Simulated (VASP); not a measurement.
Runs of VASP 6.6.1 on Be2Te. The structure is that of space group Fm-3m (No. 225), or close to it. The cells are those of the table. 

```tsv
task	cell	k mesh	smearing	gap on the mesh (eV)	pressure (GPa)
single point	a = 4.304 Å, angles 60.0°, 3 atoms	14 × 14 × 14	fermi-dirac 0.1 eV	none	0.0
single point	a = 4.284 Å, angles 60.0°, 3 atoms	6 × 6 × 6	gaussian 0.1 eV	none	0.4
relaxation of cell and atoms	relaxed from a = 4.052 Å, angles 60.0°, 3 atoms	6 × 6 × 6	gaussian 0.1 eV	none	0.0
single point	a = 4.052 Å, angles 60.0°, 3 atoms	6 × 6 × 6	gaussian 0.1 eV	none	(a)
```

Alike in all rows: level PBE; potentials or basis VASP PAW PBE potentials, release 64 (Be, Te); no spin polarisation; cutoff (eV) 600.

Fill in the values left out.

(a) 12.0.

Caveats: spin-orbit coupling is left out, which moves the levels of the heavy elements; the cell stands under pressure (at least some runs).

A k mesh can miss the band edges, and the runs leave out spin-orbit coupling on Te.

A gap of «none» marks levels without a gap at the run's occupations.
